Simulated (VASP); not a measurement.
Wanted: the native input for a VASP 6.6.1 run.

- Task: single point
- Functional: PBE
- Potentials or basis: VASP PAW PBE potentials, release 64 (Mg, H)
- Cutoff: 520 eV
- k mesh: 14 × 14 × 18
- Occupations: gaussian, width 0.1 eV
- Spin: no spin polarisation
- Dipole correction: no
- Further INCAR settings: ALGO = Normal; EDIFF = 1e-06; NBANDS = 9

The structure of MgH2 lies in POSCAR:

```
MgH2
1.0
    3.2777154300      0.0000000000      0.0000000000
    0.0000000000      3.2777154300      0.0000000000
    0.0000000000      0.0000000000      2.6760333587
Mg H
1 2
Direct
    0.0000000000      0.0000000000      0.0000000000
    0.5000000000      0.0000000000      0.5000000000
    0.0000000000      0.5000000000      0.5000000000
```

This cell differs from its parent crystal: atoms taken out.

One way to write it, as run:

INCAR

```
PREC     = Accurate       # precision mode
ENCUT    = 520            # plane-wave cutoff, eV
EDIFF    = 1E-6           # SCF threshold, eV
ISMEAR   = 0              # smearing method
SIGMA    = 0.1            # smearing width, eV
LREAL    = F              # projectors in reciprocal space
LASPH    = T              # aspherical terms in the spheres
NELM     = 100            # most SCF steps
ALGO     = Normal         # electronic algorithm
ISIF     = 2              # what is computed and relaxed
LWAVE    = F              # write WAVECAR
LCHARG   = F              # write CHGCAR
GGA      = PE             # functional
NBANDS   = 9              # bands
```

KPOINTS

```
regular mesh
0
Gamma
  14 14 18
```

Potentials or basis: VASP PAW PBE potentials, release 64 (Mg, H).

Launch:

```sh
$ cat potpaw_PBE.64/Mg/POTCAR potpaw_PBE.64/H/POTCAR > POTCAR
$ mpirun -np 1 vasp_std > vasp.out
```

Results of the run:

| Quantity | Value |
| --- | --- |
| Pressure | -0.3 GPa |
| Band gap on the k mesh | zero (bands 2 and 3 overlap by 1.17 eV) |

Caveat: the cell differs from its parent crystal (atoms taken out).

It took 26 s on 1 thread of Intel(R) Xeon(R) Platinum 8488C (Sapphire Rapids) (shared host), peak memory 0.22 GiB.
